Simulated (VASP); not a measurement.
# TiC (rocksalt type) (Fm-3m) in VASP: a series of runs, part 2 of 2

VASP 6.6.1. Earlier steps stand in the parts before.

### 3 Relaxation of cell and atoms, r2SCAN

This run uses another cell than the first one, of 10.00 Å³/atom, 0.987 times its volume.

POSCAR reads:

```
TiC
1.0
    0.0000000000      2.1544346900      2.1544346900
    2.1544346900      0.0000000000      2.1544346900
    2.1544346900      2.1544346900      0.0000000000
Ti C
1 1
Direct
    0.0000000000      0.0000000000      0.0000000000
    0.5000000000      0.5000000000      0.5000000000
```

INCAR.step1 reads:

```
SYSTEM = TiC
PREC     = Accurate       ! precision mode
ENCUT    = 600            ! plane-wave cutoff, eV
ISMEAR   = -1             ! smearing method
SIGMA    = 0.1            ! smearing width, eV
LREAL    = .False.        ! projectors in reciprocal space
LASPH    = .True.         ! aspherical terms in the spheres
NELM     = 80             ! most SCF steps
GGA      = PE             ! functional
ALGO     = Normal         ! electronic algorithm
EDIFF    = 1E-4           ! SCF threshold, eV
LWAVE    = .True.         ! write WAVECAR
LCHARG   = .False.        ! write CHGCAR
```

INCAR.step2 reads:

```
SYSTEM = TiC
PREC     = Accurate       ! precision mode
ENCUT    = 600            ! plane-wave cutoff, eV
EDIFF    = 1E-6           ! SCF threshold, eV
ISMEAR   = -1             ! smearing method
SIGMA    = 0.1            ! smearing width, eV
LREAL    = .False.        ! projectors in reciprocal space
LASPH    = .True.         ! aspherical terms in the spheres
NELM     = 80             ! most SCF steps
ALGO     = Normal         ! electronic algorithm
ISIF     = 3              ! what is computed and relaxed
LWAVE    = .False.        ! write WAVECAR
LCHARG   = .False.        ! write CHGCAR
METAGGA  = R2SCAN         ! meta-GGA
LMIXTAU  = .True.       
IBRION   = 2              ! ionic algorithm
NSW      = 60             ! ionic steps
EDIFFG   = -0.005         ! ionic threshold
ISTART   = 1
```

KPOINTS reads:

```
regular mesh
0
Gamma
  15 15 15
  0 0 0
```

Potentials or basis: VASP PAW PBE potentials, release 64 (Ti_sv, C).

The run is started by

```console
cat potpaw_PBE.64/Ti_sv/POTCAR potpaw_PBE.64/C/POTCAR > POTCAR
cp INCAR.step1 INCAR
mpirun -np 1 vasp_std > vasp.out
cp INCAR.step2 INCAR
mpirun -np 1 vasp_std > vasp.out
```

OUTCAR:

```text
SYSTEM = TiC
   PREC = Accurate
   ENCUT = 600
   EDIFF = 1E-6
   ISMEAR = -1
   LREAL = .False.
   LASPH = .True.
   NELM = 80
   ISIF = 3
   METAGGA = R2SCAN
   IBRION = 2
   NSW = 60
   EDIFFG = -0.005
   ISTART = 1

 ion  position               nearest neighbor table
   1  0.000  0.000  0.000-   2 2.15   2 2.15   2 2.15   2 2.15   2 2.15   2 2.15
   2  0.500  0.500  0.500-   1 2.15   1 2.15   1 2.15   1 2.15   1 2.15   1 2.15

  LATTYP: Found a face centered cubic cell.
 ALAT       =     4.3088693800

  Lattice vectors:

 A1 = (   0.0000000000,   2.1544346900,   2.1544346900)
 A2 = (   2.1544346900,   0.0000000000,   2.1544346900)
 A3 = (   2.1544346900,   2.1544346900,   0.0000000000)

Analysis of symmetry for initial positions (statically):
=====================================================================
 Subroutine PRICEL returns:
 Original cell was already a primitive cell.

 Routine SETGRP: Setting up the symmetry group for a
 face centered cubic supercell.

 Subroutine GETGRP returns: Found 48 space group operations
 (whereof 48 operations were pure point group operations)
 out of a pool of 48 trial point group operations.

The static configuration has the point symmetry O_h .

Analysis of symmetry for dynamics (positions and initial velocities):
=====================================================================
 Subroutine PRICEL returns:
 Original cell was already a primitive cell.

 Routine SETGRP: Setting up the symmetry group for a
 face centered cubic supercell.

 Subroutine GETGRP returns: Found 48 space group operations
 (whereof 48 operations were pure point group operations)
 out of a pool of 48 trial point group operations.

The dynamic configuration has the point symmetry O_h .

 Subroutine INISYM returns: Found 48 space group operations
 (whereof 48 operations are pure point group operations),
 and found     1 'primitive' translations
[... 126 lines left out ...]
 conjugate gradient relaxation of ions
 non-spin polarized calculation
  energy-cutoff  :      600.00
  volume of cell :       20.00
 maximum number of plane-waves:       681
   NGX = 13   NGY = 13   NGZ = 13

--------------------------------------- Ionic step        1  -------------------------------------------

 number of electron      16.0000002 magnetization

 Free energy of the ion-electron system (eV)
  ---------------------------------------------------
  ext. energy  EPLUGINS =         0.00000000
  ---------------------------------------------------
  free energy    TOTEN  =       -24.86993092 eV

  energy without entropy =      -24.86099571  energy(sigma->0) =      -24.86546331

------------------------ aborting loop because EDIFF is reached ----------------------------------------

  FORCE on cell =-STRESS in cart. coord.  units (eV):
  Direction    XX          YY          ZZ          XY          YZ          ZX
  --------------------------------------------------------------------------------------
  -------------------------------------------------------------------------------------
  Total        0.5523058      0.5523058      0.5523058     -0.0000000     -0.0000000      0.0000000
  in kB       44.2445945     44.2445945     44.2445945     -0.0000000     -0.0000000      0.0000000
  external PRESSURE =      44.2445945 kB  Pullay stress =       0.0000000 kB
[... 59 lines left out ...]
--------------------------------------- Ionic step        3  -------------------------------------------

 number of electron      16.0000000 magnetization

 Free energy of the ion-electron system (eV)
  ---------------------------------------------------
  ext. energy  EPLUGINS =         0.00000000
  ---------------------------------------------------
  free energy    TOTEN  =       -24.87447773 eV

  energy without entropy =      -24.86545336  energy(sigma->0) =      -24.86996554

 E-fermi :   9.4713     XC(G=0): -13.5839

 val. band max:        9.4603513313   @ k =   0.4000   0.3333   0.0000
 cond. band min:       9.5015223605   @ k =   0.3333   0.2667   0.0000
 fundamental gap:      0.0411710292
 Fermi energy:         9.4712811868

 k-point     1 :       0.0000    0.0000    0.0000
  band No.  band energies     occupation
      1     -49.5011      2.00000
      2     -24.4800      2.00000
      3     -24.4799      2.00000
      4     -24.4799      2.00000
      5      -3.7232      2.00000
      6      10.3433      0.00033
      7      10.3433      0.00033
      8      10.3433      0.00033
      9      11.1427      0.00000
     10      11.1428      0.00000
     11      11.1428      0.00000
     12      11.1949      0.00000
[... 331 lines left out ...]
 k-point    24 :       0.2000    0.1333    0.0000
  band No.  band energies     occupation
      1     -49.4746      2.00000
      2     -24.6206      2.00000
      3     -24.5221      2.00000
      4     -24.5164      2.00000
      5      -2.8807      2.00000
      6       7.0683      2.00000
      7       8.7887      1.99783
      8       9.0265      1.97686
      9      10.0415      0.00666
     10      11.4648      0.00000
     11      12.7653      0.00000
     12      13.1355      0.00000

 [... further k-points ...]
[... 5 lines left out ...]
  --------------------------------------------------------------------------------------
  -------------------------------------------------------------------------------------
  Total        0.0052931      0.0052931      0.0052931     -0.0000000      0.0000000      0.0000000
  in kB        0.4170808      0.4170808      0.4170808     -0.0000000      0.0000000      0.0000000
  external PRESSURE =       0.4170808 kB  Pullay stress =       0.0000000 kB
[... 17 lines left out ...]
  FREE ENERGIE OF THE ION-ELECTRON SYSTEM (eV)
  ---------------------------------------------------
  free  energy   TOTEN  =       -24.8744777256 eV

  energy  without entropy=      -24.8654533643  energy(sigma->0) =      -24.86996554

 reached required accuracy - stopping structural energy minimisation
```

OUTCAR.step1:

```text
SYSTEM = TiC
   PREC = Accurate
   ENCUT = 600
   ISMEAR = -1
   LREAL = .False.
   LASPH = .True.
[... 580 lines left out ...]
      0.00000      0.00000      0.00000        -0.000000      0.000000      0.000000
      2.15443      2.15443      2.15443         0.000000     -0.000000     -0.000000
 -----------------------------------------------------------------------------------
    total drift:                                0.000000     -0.000000     -0.000000

  FREE ENERGIE OF THE ION-ELECTRON SYSTEM (eV)
  ---------------------------------------------------
  free  energy   TOTEN  =       -18.7095053788 eV

  energy  without entropy=      -18.6991553533  energy(sigma->0) =      -18.70433037
```

OSZICAR.step1:

```text
N       E                     dE             d eps       ncg     rms          rms(c)
DAV:   1     0.128668471718E+03    0.12867E+03   -0.93508E+03  2880   0.177E+03
DAV:   2    -0.130442965152E+02   -0.14171E+03   -0.13500E+03  3004   0.405E+02
DAV:   3    -0.237187626323E+02   -0.10674E+02   -0.10223E+02  3832   0.104E+02
DAV:   4    -0.242581896368E+02   -0.53943E+00   -0.53874E+00  3708   0.222E+01
DAV:   5    -0.242748209292E+02   -0.16631E-01   -0.16630E-01  3936   0.365E+00    0.186E+01
DAV:   6    -0.193290866737E+02    0.49457E+01   -0.31414E+01  3412   0.706E+01    0.704E+00
DAV:   7    -0.187418124047E+02    0.58727E+00   -0.45390E+00  3424   0.278E+01    0.497E+00
DAV:   8    -0.187109877204E+02    0.30825E-01   -0.14088E-01  3032   0.507E+00    0.301E+00
DAV:   9    -0.187144684007E+02   -0.34807E-02   -0.14596E-01  3216   0.486E+00    0.853E-01
DAV:  10    -0.187111058234E+02    0.33626E-02   -0.16311E-02  4180   0.185E+00    0.609E-01
DAV:  11    -0.187095070118E+02    0.15988E-02   -0.72673E-03  3100   0.134E+00    0.134E-01
DAV:  12    -0.187095053788E+02    0.16330E-05   -0.43319E-04  3108   0.296E-01
   1 F= -.18709505E+02 E0= -.18704330E+02  d E =-.103500E-01
```

Wall time 11 min (1 thread of AMD EPYC 7R13, shared host); peak memory 0.15 GiB.

Results:

```yaml
Free_energy: -24.8745 eV
Relaxed_volume: 10.17 Å³/atom
Relaxed_cell: a = 3.064 Å, b = 3.064 Å, c = 3.064 Å, α = 60.00°, β = 60.00°, γ = 60.00°
Space_group_after_relaxing_to_0.05_Å: Fm-3m (No. 225)
Energy_gained_by_relaxing: 2.3 meV/atom
Ionic_steps: 3
Pressure_after_relaxing: 0.0 GPa
Band_gap_on_the_k_mesh: zero (band 8 reaches 10.34 eV, above the bottom of band 9 at 9.01 eV)
```

Step by step:
| step | energy change (eV) | largest force (eV/Å) | pressure (GPa) | volume (Å³) |
| --- | --- | --- | --- | --- |
| 1 | 0.0000 | 0.0000 | 4.42 | 20.00 |
| 2 | 0.0042 | 0.0000 | -5.71 | 20.81 |
| 3 | -0.0045 | 0.0000 | 0.04 | 20.33 |

Final structure:
```xyz
2
Lattice="0.0000 2.1663 2.1663 2.1663 0.0000 2.1663 2.1663 2.1663 0.0000" Properties=species:S:1:pos:R:3 pbc="T T T"
Ti    0.0000    0.0000    0.0000
C     2.1663    2.1663    2.1663
```

Levels at points of the mesh, in eV from the Fermi level:
| k point | band 4 | band 5 | band 6 | band 7 | band 8 | band 9 | band 10 | band 11 | band 12 |
| --- | --- | --- | --- | --- | --- | --- | --- | --- | --- |
| (0.00, 0.00, 0.00) | -33.95 | -13.19 | 0.87 | 0.87 | 0.87 | 1.67 | 1.67 | 1.67 | 1.72 |

Caveat: the PAW data sets were made with another functional, which shifts forces and pressure a little.
